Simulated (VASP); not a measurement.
Set up this calculation in VASP 6.6.1, as the native input.

| Property | Result |
| --- | --- |
| Task | single point |
| Functional | PBE |
| Potentials or basis | VASP PAW PBE potentials, release 64 (Si, Sn_d) |
| Cutoff | 520 eV |
| k mesh | 6 × 6 × 4 |
| Occupations | gaussian, width 0.2 eV |
| Spin | no spin polarisation |
| Dipole correction | no |
| Further INCAR settings | ALGO = Normal; EDIFF = 1e-06; NBANDS = 31 |

The structure of Si2Sn lies in POSCAR:

```
Si2Sn
1.0
   -0.0271696780      5.0246557672      0.0111709155
   -0.0005230771     -0.0084710024      3.8145172204
    6.5193067444     -0.0450776807      0.0008154753
Si Sn
4 2
Direct
    0.4004173858     -0.0833015465      0.1667293412
    0.5996996353     -0.0835476187      0.8330279790
    0.5996917618      0.4168270965      0.3330818971
    0.4001786748      0.4164404248      0.6667831808
    0.0004217988      0.9168301893      0.5001363428
   -0.0004092565      0.4167514547      1.0002412591
```

These files were run (other wordings do the same):

INCAR

```
ALGO = Normal
EDIFF = 1E-6
ENCUT = 520
GGA = PE
ISIF = 2
ISMEAR = 0
LASPH = True
LCHARG = False
LREAL = False
LWAVE = False
NBANDS = 31
NELM = 80
PREC = Accurate
SIGMA = 0.2
```

KPOINTS

```
k-points
0
Gamma
  6 6 4
```

Potentials or basis: VASP PAW PBE potentials, release 64 (Si, Sn_d).

The run is started by

```bash
$ cat potpaw_PBE.64/Si/POTCAR potpaw_PBE.64/Sn_d/POTCAR > POTCAR
$ mpirun -np 1 vasp_std > vasp.out
```

Results of the run:

```yaml
Pressure: -0.2 GPa
Largest_force: 0.021 eV/Å
Band_gap_on_the_k_mesh: zero (bands 22 and 23 overlap by 2.80 eV)
```

Caveat: spin-orbit coupling is left out, which moves the levels of the heavy elements.

Wall time 6.9 min on 1 thread of AMD EPYC 7R13, with other jobs on the host, peak memory 0.34 GiB.
